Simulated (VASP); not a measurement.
# Pt: single point with PBEsol

Pt:

```
CELL_PARAMETERS angstrom
2.77049 0.00000 0.00000
0.00000 2.77049 0.00000
1.38524 1.38524 1.95903
ATOMIC_POSITIONS crystal
Pt 0.00000 0.00000 0.00000
```

```json
{
  "Program": "VASP 6.6.1",
  "Task": "single point",
  "Functional": "PBEsol",
  "Potentials or basis": "VASP PAW PBE potentials, release 64 (Pt)",
  "Cutoff": "520 eV",
  "k mesh": "12 × 12 × 17",
  "Occupations": "gaussian, width 0.1 eV",
  "Spin": "no spin polarisation",
  "Dipole correction": "no",
  "Further INCAR settings": "ALGO = Fast; EDIFF = 1e-06; NBANDS = 11; ISYM = 0"
}
```

| Property | Result |
| --- | --- |
| Pressure | -0.3 GPa |
| Band gap on the k mesh | zero (band 5 reaches 11.65 eV, above the bottom of band 6 at 9.42 eV) |

Levels at points of the mesh, in eV from the Fermi level:
```
           k point  band 1  band 2  band 3  band 4  band 5  band 6  band 7  band 8  band 9  band 10
(0.00, 0.00, 0.00)  -10.34   -3.83   -3.82   -3.82   -1.64   -1.63   14.61   19.58   19.58    19.59
(0.50, 0.00, 0.00)   -7.41   -3.89   -3.89   -0.57    0.04    0.04    5.82   14.16   18.95    18.96
(0.00, 0.50, 0.00)   -7.41   -3.89   -3.89   -0.57    0.04    0.04    5.82   14.16   18.95    18.96
(0.50, 0.50, 0.00)   -7.14   -6.68    0.02    0.49    0.50    1.70    8.86   11.33   11.34    20.13
```

Run time: 89 s on 1 thread of Intel(R) Xeon(R) Platinum 8375C CPU @ 2.90GHz (Ice Lake), on a shared host, peak memory 0.32 GiB.

Caveat: the PAW data sets were made with another functional, which shifts forces and pressure a little; spin-orbit coupling is left out, which moves the levels of the heavy elements.
